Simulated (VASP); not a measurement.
# TaN (R-3m) in VASP: notebook

Runs on TaN. Level: PBEsol. Tasks: single point.

Everything below comes from runs of VASP 6.6.1. Logs are shortened: lines on timing, memory, paths and dates and some standing lists are left out, and cuts for length are marked.

## Step 1: The cell of the first run

Symmetry: R-3m, No. 166, trigonal system. The conventional cell has a = 3.100 Å, b = 3.100 Å, c = 7.145 Å, α = 90.00°, β = 90.00°, γ = 120.00°. Ta (site symmetry -3m) has 6 N at 2.15 Å within 2.8 Å. Within 2.8 Å of N (site symmetry -3m) lie 6 Ta at 2.15 Å.

## Step 2: Single point, PBEsol (9.91 Å³/atom)

INCAR

```
SYSTEM = TaN
PREC = Accurate
ENCUT = 700
EDIFF = 1E-6
ISMEAR = 0
SIGMA = 0.15
LREAL = .False.
LASPH = .True.
NELM = 120
ALGO = Normal
ISIF = 2
LWAVE = .False.
LCHARG = .False.
GGA = PS
NBANDS = 16
GGA_COMPAT = .False.
```

KPOINTS

```
Automatic mesh
0
Gamma
  20 20 20
  0 0 0
```

POSCAR

```
TaN
1.0
   -0.0860612092      2.1056504006      2.1056504006
    2.1056504006     -0.0860612092      2.1056504006
    2.1056504006      2.1056504006     -0.0860612092
Ta N
1 1
Direct
    0.5000000000      0.5000000000      0.5000000000
    0.0000000000      0.0000000000      0.0000000000
```

Potentials or basis: VASP PAW PBE potentials, release 64 (Ta_sv_GW, N).

On the command line:

```bash
$ cat potpaw_PBE.64/Ta_sv_GW/POTCAR potpaw_PBE.64/N/POTCAR > POTCAR
$ mpirun -np 1 vasp_std > vasp.out
```

OUTCAR:

```text
SYSTEM = TaN
   PREC = Accurate
   ENCUT = 700
   EDIFF = 1E-6
   ISMEAR = 0
   LREAL = .False.
   LASPH = .True.
   NELM = 120
   ISIF = 2
   GGA = PS

 ion  position               nearest neighbor table
   1  0.500  0.500  0.500-   2 2.15   2 2.15   2 2.15   2 2.15   2 2.15   2 2.15
   2  0.000  0.000  0.000-   1 2.15   1 2.15   1 2.15   1 2.15   1 2.15   1 2.15

  LATTYP: Found a trigonal (rhomboedric) cell.
 ALAT       =     2.9790827029
 COS(alpha) =     0.4587452802

  Lattice vectors:

 A1 = (  -0.0860612092,   2.1056504006,   2.1056504006)
 A2 = (   2.1056504006,  -0.0860612092,   2.1056504006)
 A3 = (   2.1056504006,   2.1056504006,  -0.0860612092)

Analysis of symmetry for initial positions (statically):
=====================================================================
 Subroutine PRICEL returns:
 Original cell was already a primitive cell.

 Routine SETGRP: Setting up the symmetry group for a
 trigonal (rhombohedral) supercell.

 Subroutine GETGRP returns: Found 12 space group operations
 (whereof 12 operations were pure point group operations)
 out of a pool of 12 trial point group operations.

The static configuration has the point symmetry D_3d.

Analysis of symmetry for dynamics (positions and initial velocities):
=====================================================================
 Subroutine PRICEL returns:
 Original cell was already a primitive cell.

 Routine SETGRP: Setting up the symmetry group for a
 trigonal (rhombohedral) supercell.

 Subroutine GETGRP returns: Found 12 space group operations
 (whereof 12 operations were pure point group operations)
 out of a pool of 12 trial point group operations.

The dynamic configuration has the point symmetry D_3d.

 Subroutine INISYM returns: Found 12 space group operations
 (whereof 12 operations are pure point group operations),
 and found     1 'primitive' translations

----------------------------------------------------------------------------------------

                                     Primitive cell

  volume of cell :      19.8160

  direct lattice vectors                    reciprocal lattice vectors
    -0.086061209  2.105650401  2.105650401    -0.223372884  0.232891523  0.232891523
     2.105650401 -0.086061209  2.105650401     0.232891523 -0.223372884  0.232891523
     2.105650401  2.105650401 -0.086061209     0.232891523  0.232891523 -0.223372884

  length of vectors
     2.979082703  2.979082703  2.979082703     0.397960260  0.397960260  0.397960260

  position of ions in fractional coordinates (direct lattice)
     0.500000000  0.500000000  0.500000000
     0.000000000  0.000000000  0.000000000

  ion indices of the primitive-cell ions
   primitive index   ion index
                 1           1
                 2           2

----------------------------------------------------------------------------------------

 KPOINTS: Automatic mesh

Automatic generation of k-mesh.
 Grid dimensions read from file:
 generate k-points for:   20   20   20

 Generating k-lattice:

  Cartesian coordinates                     Fractional coordinates (reciprocal lattice)
    -0.011168644  0.011644576  0.011644576     0.050000000  0.000000000  0.000000000
     0.011644576 -0.011168644  0.011644576     0.000000000  0.050000000  0.000000000
     0.011644576  0.011644576 -0.011168644     0.000000000  0.000000000  0.050000000

  Length of vectors
     0.019898013  0.019898013  0.019898013

  Shift w.r.t. Gamma in fractional coordinates (k-lattice)
     0.000000000  0.000000000  0.000000000

 Subroutine IBZKPT returns following result:
 ===========================================

 Found    781 irreducible k-points:

 Following reciprocal coordinates:
            Coordinates               Weight
  0.000000  0.000000  0.000000      1.000000
  0.050000  0.000000  0.000000      6.000000
  0.100000  0.000000  0.000000      6.000000
  0.150000  0.000000  0.000000      6.000000
  0.200000  0.000000  0.000000      6.000000
  0.250000  0.000000  0.000000      6.000000
[... 16 lines left out ...]
 -0.400000  0.050000  0.000000     12.000000
 -0.350000  0.050000  0.000000     12.000000
 [... further k-points ...]
   k-points           NKPTS =    781   k-points in BZ     NKDIM =    781   number of bands    NBANDS=     16
   number of dos      NEDOS =    301   number of ions     NIONS =      2
   total plane-waves  NPLWV =  21952
   dimension x,y,z NGX =    28 NGY =   28 NGZ =   28
   dimension x,y,z NGXF=    56 NGYF=   56 NGZF=   56
   ions per type =               1   1
   NGX,Y,Z   is equivalent  to a cutoff of  15.63, 15.63, 15.63 a.u.
   NGXF,Y,Z  is equivalent  to a cutoff of  31.25, 31.25, 31.25 a.u.
 SYSTEM =  TaN
   PREC   = accura    normal or accurate (medium, high low for compatibility)
   ISTART =      0    job   : 0-new  1-cont  2-samecut
   ICHARG =      2    charge: 1-file 2-atom 10-const
   ISPIN  =      1    spin polarized calculation?
   LNONCOLLINEAR =      F non collinear calculations
   LSORBIT =      F    spin-orbit coupling
   LASPH  =      T    aspherical Exc in radial PAW
   ENCUT  =  700.0 eV  51.45 Ry    7.17 a.u.   6.43  6.43  6.43*2*pi/ulx,y,z
   NELM   =    120;   NELMIN=  2; NELMDL= -5     # of ELM steps
   EDIFF  = 0.1E-05   stopping-criterion for ELM
   LREAL  =      F    real-space projection
   EDIFFG = 0.1E-04   stopping-criterion for IOM
   NSW    =      0    number of steps for IOM
   IBRION =     -1    ionic relax: 0-MD 1-quasi-New 2-CG
   NFREE  =      0    steps in history (QN), initial steepest desc. (CG)
   ISIF   =      2    stress and relaxation
   ISYM   =      2    0-nonsym 1-usesym 2-fastsym
   POTIM  = 0.5000    time-step for ionic-motion
   TEBEG  =    0.0;   TEEND  =   0.0 temperature during run
   PSTRESS=    0.0 pullay stress
   NELECT =      18.0000    total number of electrons
   NUPDOWN=      -1.0000    fix difference up-down
   EMIN   =  10.00;   EMAX   =-10.00  energy-range for DOS
   EFERMI =   0.00;   METHOD = LEGACY
   ISMEAR =     0;   SIGMA  =   0.15  broadening in eV -4-tet -1-fermi 0-gaus
   EFERMI_NEDOS =   21; number of points for ismear=-14 and -15
   IALGO  =     38    algorithm
   IMIX   =      4    mixing-type and parameters
     AMIX     =   0.40;   BMIX     =  1.00
     AMIX_MAG =   1.60;   BMIX_MAG =  1.00
  volume/ion in A,a.u.               =       9.91        66.86
  Fermi-wavevector in a.u.,A,eV,Ry     =   1.585478  2.996120 34.201534  2.513742
  Thomas-Fermi vector in A             =   2.684937
   LORBIT       =      0    0 simple, 1 ext, 2 COOP (PROOUT), +10 PAW based schemes
   GGA     = PS    functional components
   LHFCALC =     F    Hartree Fock is set to
   AEXX    =    0.0000 exact exchange contribution
   IVDW    =     0    specifies the selected vdW correction
   LEPSILON=     F    determine dielectric tensor
   LRPA    =     F    only Hartree local field effects (RPA)
 non-spin polarized calculation
 Gauss-broadening in eV      SIGMA  =   0.15
  energy-cutoff  :      700.00
  volume of cell :       19.82
 maximum number of plane-waves:       857
 NGX is ok and might be reduce to    28
   NGX = 13   NGY = 13   NGZ = 13

 number of electron      17.9999999 magnetization

 Free energy of the ion-electron system (eV)
  ---------------------------------------------------
  ext. energy  EPLUGINS =         0.00000000
  ---------------------------------------------------
  free energy    TOTEN  =       -25.66307311 eV

  energy without entropy =      -25.65353526  energy(sigma->0) =      -25.65830418

 E-fermi :  14.7186     XC(G=0): -14.3772

 val. band max:       14.7168243180   @ k =   0.3000   0.0500   0.0000
 cond. band min:      14.7197746016   @ k =  -0.3500   0.2500   0.0500
 fundamental gap:      0.0029502836
 Fermi energy:        14.7185840402

 k-point     1 :       0.0000    0.0000    0.0000
  band No.  band energies     occupation
      1     -54.6367      2.00000
      2     -20.8352      2.00000
      3     -20.8352      2.00000
      4     -20.6936      2.00000
      5      -4.6010      2.00000
      6      10.6840      2.00000
[... 8 lines left out ...]
     15      23.9619      0.00000
     16      39.9439      0.00000

 k-point     2 :       0.0500    0.0000    0.0000
  band No.  band energies     occupation
      1     -54.6348      2.00000
      2     -20.8608      2.00000
      3     -20.8367      2.00000
      4     -20.7004      2.00000
      5      -4.5315      2.00000
      6      10.3023      2.00000
[... 8 lines left out ...]
     15      24.1509      0.00000
     16      38.5713      0.00000

 k-point     3 :       0.1000    0.0000    0.0000
  band No.  band energies     occupation
      1     -54.6295      2.00000
      2     -20.9391      2.00000
      3     -20.8410      2.00000
      4     -20.7153      2.00000
      5      -4.3281      2.00000
      6       9.4934      2.00000
[... 8 lines left out ...]
     15      24.6940      0.00000
     16      36.6226      0.00000

 k-point     4 :       0.1500    0.0000    0.0000
  band No.  band energies     occupation
      1     -54.6213      2.00000
      2     -21.0644      2.00000
      3     -20.8478      2.00000
      4     -20.7327      2.00000
      5      -4.0057      2.00000
      6       8.5561      2.00000
[... 8 lines left out ...]
     15      25.5158      0.00000
     16      34.7700      0.00000
[... 324 lines left out ...]
 k-point    22 :      -0.4500    0.0500   -0.0000
  band No.  band energies     occupation
      1     -54.5616      2.00000
      2     -21.8911      2.00000
      3     -20.9129      2.00000
      4     -20.8340      2.00000
      5      -1.2353      2.00000
      6       3.9262      2.00000
[... 8 lines left out ...]
     15      26.6404      0.00000
     16      27.2885      0.00000

 k-point    23 :      -0.4000    0.0500    0.0000
  band No.  band energies     occupation
      1     -54.5660      2.00000
      2     -21.8332      2.00000
      3     -20.9132      2.00000
      4     -20.8245      2.00000
      5      -1.4949      2.00000
      6       4.2614      2.00000
[... 8 lines left out ...]
     15      26.8561      0.00000
     16      27.6437      0.00000

 k-point    24 :      -0.3500    0.0500    0.0000
  band No.  band energies     occupation
      1     -54.5735      2.00000
      2     -21.7327      2.00000
      3     -20.9101      2.00000
      4     -20.8104      2.00000
      5      -1.9057      2.00000
      6       4.8128      2.00000
[... 8 lines left out ...]
     15      26.9872      0.00000
     16      28.5647      0.00000

 [... further k-points ...]

------------------------ aborting loop because EDIFF is reached ----------------------------------------

  FORCE on cell =-STRESS in cart. coord.  units (eV):
  Direction    XX          YY          ZZ          XY          YZ          ZX
  --------------------------------------------------------------------------------------
  -------------------------------------------------------------------------------------
  Total        2.8082221      2.8082221      2.8082221      0.4173463      0.4173463      0.4173463
  in kB      227.0523712    227.0523712    227.0523712     33.7435799     33.7435799     33.7435799
  external PRESSURE =     227.0523712 kB  Pullay stress =       0.0000000 kB

 VOLUME and BASIS-vectors are now :
 -----------------------------------------------------------------------------
  energy-cutoff  :      700.00
  volume of cell :       19.82
      direct lattice vectors                 reciprocal lattice vectors
    -0.086061209  2.105650401  2.105650401    -0.223372884  0.232891523  0.232891523
     2.105650401 -0.086061209  2.105650401     0.232891523 -0.223372884  0.232891523
     2.105650401  2.105650401 -0.086061209     0.232891523  0.232891523 -0.223372884

 POSITION                                       TOTAL-FORCE (eV/Angst)
 -----------------------------------------------------------------------------------
      2.06262      2.06262      2.06262        -0.000000      0.000000     -0.000000
      0.00000      0.00000      0.00000         0.000000     -0.000000      0.000000
 -----------------------------------------------------------------------------------
    total drift:                                0.000000      0.000000      0.000000

  FREE ENERGIE OF THE ION-ELECTRON SYSTEM (eV)
  ---------------------------------------------------
  free  energy   TOTEN  =       -25.6630731063 eV

  energy  without entropy=      -25.6535352624  energy(sigma->0) =      -25.65830418
```

Run time: 4.2 min. Hardware: 1 thread of Intel Xeon Platinum 8488C (Sapphire Rapids), shared host; peak memory 0.53 GiB.

Results:

* Free energy: -25.6631 eV
* Pressure: 22.7 GPa
* Band gap on the k mesh: zero (bands 9 and 10 overlap by 5.21 eV)

Stress tensor (GPa, compression positive):
```
22.71  3.37  3.37
 3.37 22.71  3.37
 3.37  3.37 22.71
```

Caveat: the cell stands under pressure; the PAW data sets were made with another functional, which shifts forces and pressure a little; spin-orbit coupling is left out, which moves the levels of the heavy elements.

## Step 3: Single point, PBEsol (10.75 Å³/atom)

This run uses another cell than the first one, of 10.75 Å³/atom.

INCAR

```
PREC     = Accurate       # precision mode
ENCUT    = 700            # plane-wave cutoff, eV
EDIFF    = 1E-6           # SCF threshold, eV
ISMEAR   = 0              # smearing method
SIGMA    = 0.15           # smearing width, eV
LREAL    = False          # projectors in reciprocal space
LASPH    = True           # aspherical terms in the spheres
NELM     = 120            # most SCF steps
ALGO     = Normal         # electronic algorithm
ISIF     = 2              # what is computed and relaxed
LWAVE    = False          # write WAVECAR
LCHARG   = False          # write CHGCAR
GGA      = PS             # functional
NBANDS   = 16             # bands
GGA_COMPAT= False
```

KPOINTS

```
regular mesh
0
Gamma
  20 20 20
```

POSCAR

```
TaN
1.0
   -0.0884221472      2.1634152167      2.1634152167
    2.1634152167     -0.0884221472      2.1634152167
    2.1634152167      2.1634152167     -0.0884221472
Ta N
1 1
Direct
    0.5000000000      0.5000000000      0.5000000000
    0.0000000000      0.0000000000      0.0000000000
```

Potentials or basis: VASP PAW PBE potentials, release 64 (Ta_sv_GW, N).

On the command line:

```bash
$ cat potpaw_PBE.64/Ta_sv_GW/POTCAR potpaw_PBE.64/N/POTCAR > POTCAR
$ mpirun -np 1 vasp_std > vasp.out
```

Wall time 5.7 min (1 thread of Intel Xeon Platinum 8259CL at 2.50GHz (Skylake/Cascade Lake), shared host); peak memory 0.56 GiB.

It converged, with:

| Item | Value |
| --- | --- |
| Free energy | -25.7295 eV |
| Pressure | -8.6 GPa |
| Band gap on the k mesh | zero (bands 9 and 10 overlap by 4.65 eV) |

Stress tensor (GPa, compression positive):
```
-8.56  2.94  2.94
 2.94 -8.56  2.94
 2.94  2.94 -8.56
```

Levels at points of the mesh, in eV from the Fermi level:
```tsv
k point	band 5	band 6	band 7	band 8	band 9	band 10	band 11	band 12	band 13	band 14
(0.00, 0.00, 0.00)	-18.65	-3.81	-3.81	-3.48	-2.40	-2.40	-1.48	0.13	0.13	1.61
(0.50, 0.00, 0.00)	-15.69	-10.28	-7.60	-7.01	1.31	1.37	2.84	3.89	7.23	7.47
(0.50, 0.50, 0.00)	-17.37	-6.56	-5.38	-4.70	-4.34	2.03	3.36	3.65	4.47	6.81
(0.50, 0.50, 0.50)	-15.51	-10.19	-7.81	-7.81	2.25	2.29	2.29	3.60	7.78	7.78
```

Caveat: the cell stands under tension; the PAW data sets were made with another functional, which shifts forces and pressure a little; spin-orbit coupling is left out, which moves the levels of the heavy elements.

## Step 4: Single point, PBEsol (10.19 Å³/atom)

This run uses another cell than the first one, of 10.19 Å³/atom.

INCAR

```
SYSTEM = TaN
PREC = Accurate
ENCUT = 700
EDIFF = 1E-6
ISMEAR = 0
SIGMA = 0.15
LREAL = .False.
LASPH = .True.
NELM = 120
ALGO = Normal
ISIF = 2
LWAVE = .False.
LCHARG = .True.
GGA = PS
LELF = .True.
LVHAR = .True.
NBANDS = 16
GGA_COMPAT = .False.
```

KPOINTS

```
Automatic mesh
0
Gamma
  20 20 20
  0 0 0
```

POSCAR

```
TaN
1.0
   -0.0868643865      2.1253016534      2.1253016534
    2.1253016534     -0.0868643865      2.1253016534
    2.1253016534      2.1253016534     -0.0868643865
Ta N
1 1
Direct
    0.5000000000      0.5000000000      0.5000000000
    0.0000000000      0.0000000000      0.0000000000
```

On the command line:

```bash
$ cat potpaw_PBE.64/Ta_sv_GW/POTCAR potpaw_PBE.64/N/POTCAR > POTCAR
$ mpirun -np 1 vasp_std > vasp.out
```

It took 2.8 min on 1 thread of Intel Xeon 6975P-C (Granite Rapids), shared host; peak memory 0.54 GiB.

The run converged. Its results:

```
Free energy            : -25.7224 eV
Pressure               : 10.7 GPa
Band gap on the k mesh : zero (bands 9 and 10 overlap by 5.01 eV)
```

Stress tensor (GPa, compression positive):
```
10.71  3.23  3.23
 3.23 10.71  3.23
 3.23  3.23 10.71
```

Levels at points of the mesh, in eV from the Fermi level:
| k point | band 7 | band 8 | band 9 | band 10 | band 11 | band 12 |
| --- | --- | --- | --- | --- | --- | --- |
| (0.00, 0.00, 0.00) | -3.96 | -3.63 | -2.57 | -2.57 | -1.58 | 0.15 |
| (0.50, 0.00, 0.00) | -8.00 | -7.38 | 1.44 | 1.50 | 3.08 | 4.06 |
| (0.50, 0.50, 0.00) | -5.75 | -4.82 | -4.46 | 2.20 | 3.67 | 3.97 |
| (0.50, 0.50, 0.50) | -8.22 | -8.22 | 2.44 | 2.49 | 2.49 | 3.78 |

Caveat: the cell stands under pressure; the PAW data sets were made with another functional, which shifts forces and pressure a little; spin-orbit coupling is left out, which moves the levels of the heavy elements.

## Step 5: Single point, PBEsol (10.19 Å³/atom)

This run uses another cell than the first one, of 10.19 Å³/atom.

INCAR

```
PREC = Accurate ; ENCUT = 700
EDIFF = 1E-6 ; ISMEAR = 0
SIGMA = 0.15 ; LREAL = F
LASPH = T ; NELM = 120
ALGO = Normal ; ISIF = 2
LWAVE = F ; LCHARG = F
GGA = PS ; NBANDS = 16
GGA_COMPAT = F
```

KPOINTS

```
Automatic mesh
0
Gamma
  20 20 20
```

POSCAR

```
TaN
1.0
    0.0885201397      2.2130034933      2.2130034933
    2.2130034933      0.0885201397      2.2130034933
    2.2130034933      2.2130034933      0.0885201397
Ta N
1 1
Direct
    0.5000000000      0.5000000000      0.5000000000
    0.0000000000      0.0000000000      0.0000000000
```

On the command line:

```bash
$ cat potpaw_PBE.64/Ta_sv_GW/POTCAR potpaw_PBE.64/N/POTCAR > POTCAR
$ mpirun -np 1 vasp_std > vasp.out
```

Run time: 3.4 min. Hardware: 1 thread of Intel Xeon Platinum 8488C (Sapphire Rapids), shared host; peak memory 0.54 GiB.

The run converged. Its results:

```yaml
Free_energy: -25.7254 eV
Pressure: 10.8 GPa
Band_gap_on_the_k_mesh: zero (bands 9 and 10 overlap by 3.66 eV)
```

Stress tensor (GPa, compression positive):
```
10.75 -2.65 -2.65
-2.65 10.75 -2.65
-2.65 -2.65 10.75
```

Levels at points of the mesh, in eV from the Fermi level:
```
           k point  band 6  band 7  band 8  band 9  band 10  band 11  band 12  band 13
(0.00, 0.00, 0.00)   -4.09   -3.71   -3.71   -2.90    -1.90    -1.90     0.16     0.16
(0.50, 0.00, 0.00)  -10.67   -8.25   -7.62    1.14     2.74     2.87     3.93     8.04
(0.50, 0.50, 0.00)   -6.66   -5.74   -4.79   -4.47     2.22     3.70     3.99     5.02
(0.50, 0.50, 0.50)  -10.73   -7.43   -7.43    1.76     1.76     1.84     4.22     7.67
```

Caveat: the cell stands under pressure; the PAW data sets were made with another functional, which shifts forces and pressure a little; spin-orbit coupling is left out, which moves the levels of the heavy elements.

## Step 6: Overview

| cell | gap on the mesh (eV) | pressure (GPa) |
| --- | --- | --- |
| a = 2.979 Å, angles 62.7°, 2 atoms | none | 22.7 |
| a = 3.061 Å, angles 62.7°, 2 atoms | none | -8.6 |
| a = 3.007 Å, angles 62.7°, 2 atoms | none | 10.7 |
| a = 3.131 Å, angles 57.3°, 2 atoms | none | 10.8 |

Alike in all rows: task single point; level PBEsol; potentials or basis VASP PAW PBE potentials, release 64 (Ta_sv_GW, N); no spin polarisation; k mesh 20 × 20 × 20; cutoff (eV) 700; smearing gaussian 0.15 eV.

Caveats: the PAW data sets were made with another functional, which shifts forces and pressure a little; spin-orbit coupling is left out, which moves the levels of the heavy elements; the cell stands under pressure (at least some runs); the cell stands under tension (at least some runs).

Total energies depend on the potentials used, so only differences within one code and one set of settings carry meaning.
